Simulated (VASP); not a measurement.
KF:

```
K F
1.0
     3.18485    0.00000    0.00000
     0.00000    3.18485    0.00000
     0.00000    0.00000    3.18485
K F
1 1
Direct
  0.00000 0.00000 0.00000
  0.50000 0.50000 0.50000
```

This cell differs from its parent crystal: strained.

Base run:

* Program: VASP 6.6.1
* Functional: PBE
* Potentials or basis: VASP PAW PBE potentials, release 64 (K_sv, F)
* Cutoff: 600 eV
* k mesh: 8 × 8 × 8
* Occupations: gaussian, width 0.02 eV
* Spin: no spin polarisation

Its results: band gap on the k mesh 6.76 eV (least direct gap 6.79 eV); pressure 2.7 GPa.

Task: The run is repeated on the same cell with these changes: functional from PBE to revPBE. What comes out?

Result: Band gap on the k mesh 7.00 eV (least direct gap 7.04 eV); pressure 5.5 GPa.

revPBE binds less tightly than PBE, so the same cell stands under more pressure.

Caveats: the cell stands under pressure (at least some runs); the PAW data sets were made with another functional, which shifts forces and pressure a little (at least some runs).

A k mesh can miss the band edges.
